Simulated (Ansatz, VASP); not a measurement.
This is a calculation of As for Ansatz 0.2.0.

File input.yaml:

```yaml
crystal:
  lattice:
    - [1.8807968987, 1.0858785957, 3.5140619945]
    - [-1.8807968987, 1.0858785957, 3.5140619945]
    - [0.0, -2.1717571915, 3.5140619945]
  atoms:
    - { symbol: As, position: [0.226, 0.226, 0.226] }
    - { symbol: As, position: [0.774, 0.774, 0.774] }
hamiltonian:
  xc: pbesol
  pseudopotentials: { kind: paw }
kpoints:
  mp_grid: { grid: [7, 7, 7] }
scf:
  occupations: { method: fermi_dirac, width: 0.05 }
output:
  forces: true
  stress: true
  eigenvalues: true
```

Potentials or basis: Ansatz PAW.

Launch:

```sh
$ ansatz run input.yaml --threads 2 --pin off --max-ram 5632MiB --backend cpu --events-out ev --progress --plain --runs-dir out
```

Problem. Translate it to VASP 6.6.1. Potentials there: VASP PAW PBE potentials, release 64 (As).

Solution. As run (the cutoff follows the program's own potentials):

INCAR

```
  PREC = Accurate
  ENCUT = 520
  EDIFF = 1E-7
  ISMEAR = -1
  SIGMA = 0.05
  LREAL = False
  LASPH = True
  NELM = 100
  ALGO = Normal
  ISIF = 2
  LWAVE = False
  LCHARG = False
  GGA = PS
  NBANDS = 12
```

KPOINTS

```
regular mesh
0
Gamma
  7 7 7
```

The input POSCAR:

```
As
1.0
    1.8807968987      1.0858785957      3.5140619945
   -1.8807968987      1.0858785957      3.5140619945
    0.0000000000     -2.1717571915      3.5140619945
As
2
Direct
    0.2260000000      0.2260000000      0.2260000000
    0.7740000000      0.7740000000      0.7740000000
```

Potentials or basis: VASP PAW PBE potentials, release 64 (As).

Command:

```sh
$ cat potpaw_PBE.64/As/POTCAR > POTCAR
$ mpirun -np 1 vasp_std > vasp.out
```

Both were run:

|  | VASP | Ansatz | Ansatz less VASP |
| --- | --- | --- | --- |
| gap on the k mesh at the Fermi level (eV) | none | none | - |
| pressure (GPa) | 0.6 | 0.2 | -0.42 |
| traceless stress, the component that is largest in VASP (GPa) | -0.73 | -0.60 | +0.132 |
| rms of the force components (eV/Å) | 0.232 | 0.192 | -0.0398 |

VASP's potentials were made for PBE, not for PBEsol. Atom by atom the forces differ by 0.040 eV/Å (rms over components). A gap of «none» marks a metal or a gap that the smearing closes. VASP's potentials hold 10 valence electrons a cell and Ansatz's 30, so a difference there can come from the potentials and not from the codes.
